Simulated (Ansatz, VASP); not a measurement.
# Two plane-wave programs on NaSr

The input INCAR:

```
SYSTEM = NaSr
PREC     = Accurate       ! precision mode
ENCUT    = 600            ! plane-wave cutoff, eV
EDIFF    = 1E-6           ! SCF threshold, eV
ISMEAR   = 0              ! smearing method
SIGMA    = 0.1            ! smearing width, eV
LREAL    = .FALSE.        ! projectors in reciprocal space
LASPH    = .TRUE.         ! aspherical terms in the spheres
NELM     = 60             ! most SCF steps
ALGO     = Fast           ! electronic algorithm
ISIF     = 3              ! what is computed and relaxed
LWAVE    = .FALSE.        ! write WAVECAR
LCHARG   = .FALSE.        ! write CHGCAR
GGA      = PE             ! functional
IBRION   = 2              ! ionic algorithm
NSW      = 100            ! ionic steps
EDIFFG   = -0.01          ! ionic threshold
```

The input KPOINTS:

```
regular mesh
0
G
  10 10 10
  0 0 0
```

Contents of POSCAR:

```
NaSr
1.0
    0.0000000000      4.5430711948      4.5430711948
    4.5430711948      0.0000000000      4.5430711948
    4.5430711948      4.5430711948      0.0000000000
Na Sr
2 2
Direct
    0.0000000000      0.0000000000      0.0000000000
    0.2500000000      0.2500000000      0.2500000000
    0.5000000000      0.5000000000      0.5000000000
    0.7500000000      0.7500000000      0.7500000000
```

Input for Ansatz:

```yaml
crystal:
  lattice:
    - [0.0, 4.5430711948, 4.5430711948]
    - [4.5430711948, 0.0, 4.5430711948]
    - [4.5430711948, 4.5430711948, 0.0]
  atoms:
    - { symbol: Na, position: [0.0, 0.0, 0.0] }
    - { symbol: Na, position: [0.25, 0.25, 0.25] }
    - { symbol: Sr, position: [0.5, 0.5, 0.5] }
    - { symbol: Sr, position: [0.75, 0.75, 0.75] }
basis:
  ecutwfc: 420
kpoints:
  mp_grid: { grid: [10, 10, 10] }
hamiltonian:
  xc: pbe
scf:
  occupations: { method: gaussian, width: 0.1 }
output:
  forces: true
  stress: true
  eigenvalues: true
relax:
  adjacent_minimum: "off"
  f_tol: 0.01
  max_steps: 80
  cell: { stress_tol: 0.05 }
```

Alike in both runs: task relaxation of cell and atoms; functional PBE; k mesh 10 × 10 × 10; occupations gaussian, width 0.1 eV; no spin polarisation.

|  | VASP | Ansatz |
| --- | --- | --- |
| version | VASP 6.6.1 | Ansatz 0.2.0 |
| potentials or method | VASP PAW PBE potentials, release 64 (Na_pv, Sr_sv), cutoff 600 eV | scalar-relativistic, plane waves, PAW |
| valence electrons in the cell | 34 | 38 |

|  | VASP | Ansatz | Ansatz less VASP |
| --- | --- | --- | --- |
| gap on the k mesh at the Fermi level, each at its own relaxed structure (eV) | none | none | - |
| relaxed volume (Å³/atom) | 48.01 | 47.98 | -0.030 |
| relaxed length of the cell vector where the two differ most in proportion (Å) | 6.476 | 6.475 | -0.0014 |

A gap of «none» marks a metal or a gap that the smearing closes. VASP's potentials hold 34 valence electrons a cell and Ansatz's 38, so a difference there can come from the potentials and not from the codes.
